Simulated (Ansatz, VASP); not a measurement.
# Hf: VASP beside Ansatz

Contents of INCAR:

```
SYSTEM = Hf
PREC = Accurate ; ENCUT = 520
EDIFF = 1E-7 ; ISMEAR = -1
SIGMA = 0.03 ; LREAL = .FALSE.
LASPH = .TRUE. ; NELM = 100
ALGO = Normal ; ISIF = 2
LWAVE = .FALSE. ; LCHARG = .FALSE.
GGA = PE ; NBANDS = 11
```

File KPOINTS:

```
regular mesh
0
G
  13 13 13
  0 0 0
```

Contents of POSCAR:

```
Hf
1.0
    0.0000000000      2.2644000000      2.2200000000
    2.2644000000      0.0000000000      2.2200000000
    2.2644000000      2.2644000000      0.0000000000
Hf
1
Direct
    0.0000000000      0.0000000000      0.0000000000
```

Input for Ansatz:

```yaml
crystal:
  lattice:
    - [0.0, 2.2644, 2.22]
    - [2.2644, 0.0, 2.22]
    - [2.2644, 2.2644, 0.0]
  atoms:
    - { symbol: Hf, position: [0.0, 0.0, 0.0] }
kpoints:
  mp_grid: { grid: [13, 13, 13] }
  band_path:
    path:
      - [0.0, 0.0, 0.0]
      - [0.0, 0.5, 0.5]
      - [0.25, 0.75, 0.5]
      - [0.0, 0.5, 0.0]
      - [0.0, 0.0, 0.0]
      - [0.5, 0.5, 0.0]
      - [0.38005, 0.61995, 0.0]
      - [-0.38005, 0.38005, 0.0]
      - [0.0, 0.0, 0.0]
    npoints: 5
scf:
  occupations: { method: fermi_dirac, width: 0.03 }
hamiltonian:
  xc: pbe
  pseudopotentials: { kind: all_electron, lapw: { basis_error: 0.001 } }
output:
  forces: true
  stress: true
  eigenvalues: true
```

Change from the starting cell: equal xx and yy strain of +2 %.

Alike in both runs: task single point; functional PBE; k mesh 13 × 13 × 13; occupations fermi-dirac, width 0.03 eV; no spin polarisation.

|  | VASP | Ansatz |
| --- | --- | --- |
| version | VASP 6.6.1 | Ansatz 0.2.0 |
| potentials or method | VASP PAW PBE potentials, release 64 (Hf_pv), cutoff 520 eV | all-electron LAPW, scalar-relativistic |

Ansatz gave:

| Property | Result |
| --- | --- |
| pressure (GPa) | -1.0 |
| traceless stress, the component that is largest in VASP (GPa) | 0.34 |

Q: What did VASP give for the same quantities?

A: Pressure (GPa): -1.5; traceless stress, the component that is largest in VASP (GPa): 0.34.

Ansatz ran all-electron here, and VASP with PAW potentials.

Neither program's run includes spin-orbit coupling.
